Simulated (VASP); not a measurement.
Runs of VASP 6.6.1 on KF. The structure is that of space group Pm-3m (No. 221), or close to it. The cells are those of the table. 

```tsv
cell	gap on the mesh (eV)	pressure (GPa)
a = 3.389, b = 3.259, c = 3.259 Å, 2 atoms	5.94	-1.2
a = 3.373, b = 3.259, c = 3.259 Å, 2 atoms	5.98	-1.1
a = 3.357, b = 3.259, c = 3.259 Å, 2 atoms	6.02	(a)
a = 3.324, b = 3.259, c = 3.259 Å, 2 atoms	6.10	-0.6
a = 3.292, b = 3.259, c = 3.259 Å, 2 atoms	6.18	(b)
a = 3.194, b = 3.259, c = 3.259 Å, 2 atoms	6.35	0.7
a = 3.226, b = 3.259, c = 3.259 Å, 2 atoms	6.30	0.3
```

Alike in all rows: task single point; level PBE; potentials or basis VASP PAW PBE potentials, release 64 (K_sv, F); no spin polarisation; k mesh 8 × 8 × 8; cutoff (eV) 520; smearing gaussian 0.05 eV.

Problem. Fill in the values left out.

Solution. (a) -0.9; (b) -0.3.

A k mesh can miss the band edges.
